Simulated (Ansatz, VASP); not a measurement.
**One calculation of BN, two programs**

```
B N
1.0
     0.00000    2.00404    2.00404
     2.00404    0.00000    2.00404
     2.00404    2.00404    0.00000
B N
1 1
Direct
  0.00000 0.00000 0.00000
  0.75000 0.75000 0.75000
```

Alike in both runs: task single point; functional PBEsol; k mesh 10 × 10 × 10; occupations gaussian, width 0.02 eV; no spin polarisation.

|  | VASP | Ansatz |
| --- | --- | --- |
| version | VASP 6.6.1 | Ansatz 0.2.0 |
| potentials or method | VASP PAW PBE potentials, release 64 (B, N), cutoff 520 eV | scalar-relativistic, plane waves, PAW |
| valence electrons in the cell | 8 | 8 |

|  | VASP | Ansatz | Ansatz less VASP |
| --- | --- | --- | --- |
| gap on the k mesh at the Fermi level (eV) | 3.90 | 3.90 | +0.007 |
| least direct gap on the mesh (eV) | 5.74 | 5.73 | -0.014 |
| pressure (GPa) | -67.4 | -67.4 | 0.00 |

VASP's potentials were made for PBE, not for PBEsol. Both programs put the cell under strong tension, so it lies far from rest at this level.

Noted on VASP's run: the cell as given lies far from equilibrium.
